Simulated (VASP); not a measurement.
# In2O3 (R-3c) in VASP: notebook, part 2 of 2

VASP 6.6.1. Earlier steps stand in the parts before.

### 5 Single point, PBE

This run uses another cell than the first one, of 12.75 Å³/atom.

INCAR reads:

```
PREC = Accurate
ENCUT = 520
EDIFF = 1E-6
ISMEAR = 0
SIGMA = 0.01
LREAL = False
LASPH = True
NELM = 80
ALGO = Normal
ISIF = 2
LWAVE = False
LCHARG = False
GGA = PE
NBANDS = 55
```

KPOINTS reads:

```
regular mesh
0
Gamma
  6 6 6
```

POSCAR reads:

```
In2O3
1.0
    2.7538210396      1.5899193185      4.8543401884
   -2.7538210396      1.5899193185      4.8543401884
    0.0000000000     -3.1798386370      4.8543401884
In O
4 6
Direct
    0.8570396729      0.8570396729      0.8570396729
    0.3570396729      0.3570396729      0.3570396729
    0.1429603271      0.1429603271      0.1429603271
    0.6429603271      0.6429603271      0.6429603271
    0.4533861661      0.0466138339      0.7500000000
    0.0466138339      0.7500000000      0.4533861661
    0.5466138339      0.9533861661      0.2500000000
    0.2500000000      0.5466138339      0.9533861661
    0.9533861661      0.2500000000      0.5466138339
    0.7500000000      0.4533861661      0.0466138339
```

Potentials or basis: VASP PAW PBE potentials, release 64 (In_d, O).

On the command line:

```console
> cat potpaw_PBE.64/In_d/POTCAR potpaw_PBE.64/O/POTCAR > POTCAR
> mpirun -np 1 vasp_std > vasp.out
```

OUTCAR:

```text
PREC = Accurate
   ENCUT = 520
   EDIFF = 1E-6
   ISMEAR = 0
   LREAL = False
   LASPH = True
   NELM = 80
   ISIF = 2
   GGA = PE

 ion  position               nearest neighbor table
   1  0.857  0.857  0.857-   9 2.13   7 2.13   8 2.13  10 2.26   6 2.26   5 2.26   4 3.12   3 3.25
                             3 3.25   3 3.25   4 3.62   4 3.62   4 3.62   2 4.00   2 4.00   2 4.00
   2  0.357  0.357  0.357-  10 2.13   5 2.13   6 2.13   9 2.26   8 2.26   7 2.26   3 3.12   4 3.25
                             4 3.25   4 3.25   3 3.62   3 3.62   3 3.62   1 4.00   1 4.00   1 4.00
   3  0.143  0.143  0.143-   6 2.13   5 2.13  10 2.13   8 2.26   9 2.26   7 2.26   2 3.12   1 3.25
                             1 3.25   1 3.25   2 3.62   2 3.62   2 3.62   4 4.00   4 4.00   4 4.00
   4  0.643  0.643  0.643-   8 2.13   7 2.13   9 2.13   6 2.26  10 2.26   5 2.26   1 3.12   2 3.25
                             2 3.25   2 3.25   1 3.62   1 3.62   1 3.62   3 4.00   3 4.00   3 4.00
   5  0.453  0.047  0.750-   2 2.13   3 2.13   1 2.26   4 2.26
   6  0.047  0.750  0.453-   3 2.13   2 2.13   4 2.26   1 2.26
   7  0.547  0.953  0.250-   1 2.13   4 2.13   3 2.26   2 2.26
   8  0.250  0.547  0.953-   4 2.13   1 2.13   3 2.26   2 2.26
   9  0.953  0.250  0.547-   1 2.13   4 2.13   2 2.26   3 2.26
[... 1605 lines left out ...]

------------------------ aborting loop because EDIFF is reached ----------------------------------------

  FORCE on cell =-STRESS in cart. coord.  units (eV):
  Direction    XX          YY          ZZ          XY          YZ          ZX
  --------------------------------------------------------------------------------------
  -------------------------------------------------------------------------------------
  Total        5.6611032      5.6611032      5.0365727      0.0000000      0.0000000      0.0000000
  in kB       71.1245277     71.1245277     63.2781006      0.0000000      0.0000000      0.0000000
  external PRESSURE =      68.5090520 kB  Pullay stress =       0.0000000 kB

 VOLUME and BASIS-vectors are now :
 -----------------------------------------------------------------------------
  energy-cutoff  :      520.00
  volume of cell :      127.52
      direct lattice vectors                 reciprocal lattice vectors
     2.753821040  1.589919319  4.854340188     0.181565902  0.104827122  0.068667073
    -2.753821040  1.589919319  4.854340188    -0.181565902  0.104827122  0.068667073
     0.000000000 -3.179838637  4.854340188     0.000000000 -0.209654244  0.068667073

 POSITION                                       TOTAL-FORCE (eV/Angst)
 -----------------------------------------------------------------------------------
      0.00000      0.00000     12.48109         0.000000      0.000000      0.096305
      0.00000      0.00000      5.19958         0.000000      0.000000      0.096305
      0.00000      0.00000      2.08193         0.000000      0.000000     -0.096305
      0.00000      0.00000      9.36344         0.000000     -0.000000     -0.096305
      1.12018     -1.58992      6.06793         0.007002     -0.000000     -0.000000
     -1.93700     -0.17514      6.06793        -0.003501     -0.006064     -0.000000
     -1.12018      1.58992      8.49510        -0.007002     -0.000000      0.000000
     -0.81682     -1.76506      8.49510         0.003501     -0.006064     -0.000000
      1.93700      0.17514      8.49510         0.003501      0.006064     -0.000000
      0.81682      1.76506      6.06793        -0.003501      0.006064     -0.000000
 -----------------------------------------------------------------------------------
    total drift:                                0.000000      0.000000      0.000000

  FREE ENERGIE OF THE ION-ELECTRON SYSTEM (eV)
  ---------------------------------------------------
  free  energy   TOTEN  =       -55.3615504724 eV

  energy  without entropy=      -55.3615504724  energy(sigma->0) =      -55.36155047
```

stdout:

```text
POSCAR found type information on POSCAR InO
 POSCAR found :  2 types and      10 ions
 scaLAPACK will be used
 LDA part: xc-table for (Slater+PW92), standard interpolation
 POSCAR, INCAR and KPOINTS ok, starting setup
 FFT: planning ... GRIDC
 FFT: planning ... GRID_SOFT
 FFT: planning ... GRID
 WAVECAR not read
 entering main loop
```

It took 2.6 min on 1 thread of Intel Xeon 6975P-C (Granite Rapids), shared host; peak memory 0.39 GiB.

What came out:

- Free energy: -55.3616 eV
- Pressure: 6.9 GPa
- Largest force: 0.096 eV/Å
- Band gap on the k mesh: 1.22 eV (least direct gap 1.26 eV)

Forces in eV/Å, atoms in the order of the input:
```
In   0.000  0.000  0.096
In   0.000  0.000  0.096
In   0.000  0.000 -0.096
In   0.000  0.000 -0.096
O    0.007  0.000  0.000
O   -0.004 -0.006  0.000
O   -0.007  0.000  0.000
O    0.004 -0.006  0.000
O    0.004  0.006  0.000
O   -0.004  0.006  0.000
```

Levels at points of the mesh, in eV from the valence-band top:
```
           k point  band 42  band 43  band 44  band 45  band 46  band 47
(0.00, 0.00, 0.00)    -0.26    -0.05    -0.05     1.22     5.51     6.19
(0.50, 0.00, 0.00)    -0.73    -0.06    -0.06     4.90     4.90     5.84
(0.50, 0.50, 0.00)    -0.33    -0.08    -0.04     5.12     5.47     6.40
(0.50, 0.50, 0.50)    -0.19    -0.19    -0.19     4.35     4.35     7.10
```

Caveat: the cell stands under pressure; spin-orbit coupling is left out, which moves the levels of the heavy elements.

### 6 Single point, r2SCAN (13.52 Å³/atom)

This run uses another cell than the first one, of 13.52 Å³/atom.

POSCAR, as its differences from that of step 5:

```diff
@@ -2,5 +2,5 @@
 1.0
-    2.7538210396      1.5899193185      4.8543401884
-   -2.7538210396      1.5899193185      4.8543401884
-    0.0000000000     -3.1798386370      4.8543401884
+    2.8078312426      1.6211021238      4.9495475005
+   -2.8078312426      1.6211021238      4.9495475005
+    0.0000000000     -3.2422042476      4.9495475005
 In O
```

INCAR.step1 reads:

```
PREC = Accurate
ENCUT = 520
ISMEAR = 0
SIGMA = 0.01
LREAL = False
LASPH = True
NELM = 80
NBANDS = 55
GGA = PE
ALGO = Normal
EDIFF = 1E-4
LWAVE = True
LCHARG = False
```

INCAR.step2 reads:

```
PREC = Accurate
ENCUT = 520
EDIFF = 1E-6
ISMEAR = 0
SIGMA = 0.01
LREAL = False
LASPH = True
NELM = 80
ALGO = Normal
ISIF = 2
LWAVE = False
LCHARG = False
METAGGA = R2SCAN
LMIXTAU = True
NBANDS = 55
ISTART = 1
```

KPOINTS is that of step 5.

Potentials or basis: VASP PAW PBE potentials, release 64 (In_d, O).

On the command line:

```console
> cat potpaw_PBE.64/In_d/POTCAR potpaw_PBE.64/O/POTCAR > POTCAR
> cp INCAR.step1 INCAR
> mpirun -np 1 vasp_std > vasp.out
> cp INCAR.step2 INCAR
> mpirun -np 1 vasp_std > vasp.out
```

It took 35 min on 1 thread of Intel Xeon Platinum 8259CL at 2.50GHz (Skylake/Cascade Lake), shared host; peak memory 0.46 GiB.

The run converged. Its results:

```yaml
Free_energy: -144.2851 eV
Pressure: -8.4 GPa
Largest_force: 0.087 eV/Å
Band_gap_on_the_k_mesh: 1.40 eV (least direct gap 1.48 eV)
```

Forces in eV/Å, atoms in the order of the input:
```
In   0.000  0.000 -0.087
In   0.000  0.000 -0.087
In   0.000  0.000  0.087
In   0.000  0.000  0.087
O   -0.006  0.000  0.000
O    0.003  0.006  0.000
O    0.006  0.000  0.000
O   -0.003  0.006  0.000
O   -0.003 -0.006  0.000
O    0.003 -0.006  0.000
```

Stress tensor (GPa, compression positive):
```
-8.82  0.00  0.00
 0.00 -8.82  0.00
 0.00  0.00 -7.60
```

Levels at points of the mesh, in eV from the valence-band top:
| k point | band 41 | band 42 | band 43 | band 44 | band 45 | band 46 | band 47 | band 48 |
| --- | --- | --- | --- | --- | --- | --- | --- | --- |
| (0.00, 0.00, 0.00) | -0.24 | -0.24 | -0.08 | -0.08 | 1.40 | 5.86 | 6.39 | 7.45 |
| (0.50, 0.00, 0.00) | -0.70 | -0.70 | -0.06 | -0.06 | 5.07 | 5.07 | 6.07 | 6.07 |
| (0.50, 0.50, 0.00) | -0.53 | -0.34 | -0.10 | -0.04 | 5.27 | 5.64 | 6.56 | 6.71 |
| (0.50, 0.50, 0.50) | -0.19 | -0.19 | -0.19 | -0.19 | 4.53 | 4.53 | 7.27 | 7.27 |

Caveat: the cell stands under tension; the PAW data sets were made with another functional, which shifts forces and pressure a little; spin-orbit coupling is left out, which moves the levels of the heavy elements. A k mesh can miss the band edges.

### 7 Overview

```tsv
level	cell	k mesh	gap on the mesh (eV)	pressure (GPa)	largest force (eV/Å)
PBE	a = 5.878 Å, angles 56.6°, 10 atoms	4 × 4 × 4	0.97	0.4	0.02
PBE	a = 5.937 Å, angles 56.6°, 10 atoms	4 × 4 × 4	0.77	-3.9	0.07
PBE	a = 5.994 Å, angles 56.6°, 10 atoms	4 × 4 × 4	0.58	-7.6	0.11
PBE	a = 5.803 Å, angles 56.7°, 10 atoms	6 × 6 × 6	1.22	6.9	0.10
r2SCAN	a = 5.917 Å, angles 56.7°, 10 atoms	6 × 6 × 6	1.40	-8.4	0.09
```

Alike in all rows: task single point; potentials or basis VASP PAW PBE potentials, release 64 (In_d, O); no spin polarisation; cutoff (eV) 520; smearing gaussian 0.01 eV.

Caveats: spin-orbit coupling is left out, which moves the levels of the heavy elements; the cell stands under tension (at least some runs); the cell stands under pressure (at least some runs); the PAW data sets were made with another functional, which shifts forces and pressure a little (at least some runs).

Total energies depend on the potentials used, so only differences within one code and one set of settings carry meaning.
